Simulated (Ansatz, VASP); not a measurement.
## One calculation of K, two programs

Contents of INCAR:

```
PREC = Accurate ; ENCUT = 520
EDIFF = 1E-6 ; ISMEAR = 0
SIGMA = 0.15 ; LREAL = False
LASPH = True ; NELM = 60
ALGO = Normal ; ISIF = 2
LWAVE = False ; LCHARG = True
LELF = True ; LVHAR = True
NBANDS = 10
```

KPOINTS

```
Automatic mesh
0
Gamma
  14 14 14
```

Contents of POSCAR:

```
K
1.0
   -2.6180000000      2.6180000000      2.6180000000
    2.6180000000     -2.6180000000      2.6180000000
    2.6180000000      2.6180000000     -2.6180000000
K
1
Direct
    0.0000000000      0.0000000000      0.0000000000
```

Input for Ansatz:

```yaml
crystal:
  lattice:
    - [-2.618, 2.618, 2.618]
    - [2.618, -2.618, 2.618]
    - [2.618, 2.618, -2.618]
  atoms:
    - { symbol: K, position: [0.0, 0.0, 0.0] }
basis:
  ecutwfc: 420
kpoints:
  mp_grid: { grid: [14, 14, 14] }
hamiltonian:
  xc: lda
scf:
  occupations: { method: gaussian, width: 0.15 }
output:
  forces: true
  stress: true
  eigenvalues: true
```

Alike in both runs: task single point; functional LDA; k mesh 14 × 14 × 14; occupations gaussian, width 0.15 eV; no spin polarisation.

|  | VASP | Ansatz |
| --- | --- | --- |
| version | VASP 6.6.1 | Ansatz 0.2.0 |
| potentials or method | VASP PAW LDA potentials, release 64 (K_sv), cutoff 520 eV | scalar-relativistic, plane waves, PAW |
| valence electrons in the cell | 9 | 9 |

|  | VASP | Ansatz | Ansatz less VASP |
| --- | --- | --- | --- |
| gap on the k mesh at the Fermi level (eV) | none | none | - |
| pressure (GPa) | -0.4 | -0.4 | +0.01 |

LDA's correlation is that of Perdew and Zunger in VASP and of Perdew and Wang (1992) in Ansatz. A gap of «none» marks a metal or a gap that the smearing closes.
